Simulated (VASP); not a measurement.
## AlN: single point with LDA

AlN:

```
Al N
1.0
    -3.08862    0.00000    0.00000
    -1.54431   -2.67482    0.00000
    -0.12869   -0.22290    9.58717
Al N
4 4
Cartesian
  -1.5443 -0.8916 8.9430
  -1.5443 -0.8916 3.9995
  -3.0886 -1.7832 1.5277
  -3.0886 -1.7832 6.4713
  -1.5443 -0.8916 0.9441
  -1.5443 -0.8916 5.8877
  -3.0886 -1.7832 3.4159
  -3.0886 -1.7832 8.3595
```

This cell differs from its parent crystal: the part above a cut slid along it.

* Program: VASP 6.6.1
* Task: single point
* Functional: LDA
* Potentials or basis: VASP PAW LDA potentials, release 64 (Al, N)
* Cutoff: 520 eV
* k mesh: 8 × 8 × 3
* Occupations: gaussian, width 0.05 eV
* Spin: no spin polarisation
* Dipole correction: no
* Further INCAR settings: ALGO = Normal; EDIFF = 1e-07; NBANDS = 26

The pressure is 11.1 GPa. The largest force is 7.840 eV/Å. The band gap on the k mesh is 4.41 eV.

Forces in eV/Å, atoms in the order of the input:
```
Al   0.240  0.227 -7.833
Al   0.004  0.006  0.263
Al   0.066  0.266  0.823
Al  -0.025 -0.029  0.268
N   -0.102 -0.313  7.625
N   -0.003  0.000 -0.264
N    0.007  0.003 -0.277
N   -0.187 -0.161 -0.604
```

Stress tensor (GPa, compression positive):
```
 3.02  0.17  0.41
 0.17  1.89  0.55
 0.41  0.55 28.34
```

Levels at points of the mesh, in eV from the valence-band top:
```tsv
k point	band 14	band 15	band 16	band 17	band 18	band 19
(0.00, 0.00, 0.00)	-0.29	-0.20	0.00	4.41	6.11	6.55
(0.50, 0.00, 0.00)	-1.46	-1.29	-0.68	4.93	5.26	5.61
(0.00, 0.50, 0.00)	-1.51	-1.28	-0.67	5.03	5.33	5.62
(0.50, 0.50, 0.00)	-1.49	-1.15	-0.72	4.85	5.22	5.53
```

Wall time 2.4 min on 1 thread of Intel(R) Xeon(R) Platinum 8488C (Sapphire Rapids), with other jobs on the host, peak memory 0.26 GiB.

Caveat: the cell differs from its parent crystal (the part above a cut slid along it); the stress differs along the axes, from 2 to 28 GPa; forces of over 1 eV/Å act on the atoms, so gaps and moduli don't describe the material at rest. A k mesh can miss the band edges.
